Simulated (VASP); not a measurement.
## Cs: single point with PBE

The system is Cs.

```
Cs
1.0
    -3.15712    3.15712    3.15712
     3.15712   -3.15712    3.15712
     3.15712    3.15712   -3.15712
Cs
1
Direct
  0.00000 0.00000 0.00000
```

| Property | Result |
| --- | --- |
| Program | VASP 6.6.1 |
| Task | single point |
| Functional | PBE |
| Potentials or basis | VASP PAW PBE potentials, release 64 (Cs_sv) |
| Cutoff | 520 eV |
| k mesh | 12 × 12 × 12 |
| Occupations | fermi-dirac, width 0.1 eV |
| Spin | no spin polarisation |

```yaml
Pressure: -0.1 GPa
Band_gap_on_the_k_mesh: zero (an odd number of electrons rules out a gap without spin polarisation)
```

Levels at points of the mesh, in eV from the Fermi level:
| k point | band 1 | band 2 | band 3 | band 4 | band 5 | band 6 | band 7 | band 8 |
| --- | --- | --- | --- | --- | --- | --- | --- | --- |
| (0.00, 0.00, 0.00) | -23.90 | -10.66 | -10.66 | -10.66 | -1.58 | 2.44 | 2.44 | 2.44 |
| (0.50, 0.00, 0.00) | -23.90 | -10.76 | -10.69 | -10.66 | 0.08 | 0.80 | 1.66 | 3.05 |
| (0.50, 0.50, 0.50) | -23.90 | -10.73 | -10.73 | -10.73 | 0.73 | 0.73 | 2.80 | 2.80 |

It took 2.2 min on 1 thread of AMD EPYC 7R13 (shared host), peak memory 0.25 GiB.

Caveat: spin-orbit coupling is left out, which moves the levels of the heavy elements.
